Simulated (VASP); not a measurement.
Runs of VASP 6.6.1 on GaH5Pd. The structure is that of space group P4/mmm (No. 123), or close to it. The cells are those of the table. 

```csv
task,level,cell,k mesh,cutoff (eV),gap on the mesh (eV),pressure (GPa),relaxed volume (Å³/atom),largest force (eV/Å)
relaxation of cell and atoms,PBEsol,"relaxed from a = 3.517, b = 3.517, c = 6.226 Å, 7 atoms",6 × 6 × 4,600,none,0.1,7.94,-
single point,r2SCAN+rVV10,"a = 2.990, b = 2.990, c = 6.430 Å, 7 atoms",8 × 8 × 4,520,none,0.1,-,0.02
relaxation of cell and atoms,r2SCAN+rVV10,"relaxed from a = 2.938, b = 2.938, c = 6.457 Å, 7 atoms",8 × 8 × 4,600,none,0.0,(a),0.01
single point,PBEsol,"a = 2.938, b = 2.938, c = 6.457 Å, 7 atoms",6 × 6 × 4,520,none,-0.1,-,-
```

Alike in all rows: potentials or basis VASP PAW PBE potentials, release 64 (Ga_d, Pd, H); no spin polarisation; smearing fermi-dirac 0.03 eV.

Q: Estimate the missing entries.

A: (a) 8.20.

Caveats: the PAW data sets were made with another functional, which shifts forces and pressure a little; the volume moved by over 15 % at a fixed basis, so the end points are rough (some runs).

A k mesh can miss the band edges, and the runs leave out spin-orbit coupling on Ga, Pd.

A gap of «none» marks levels without a gap at the run's occupations.
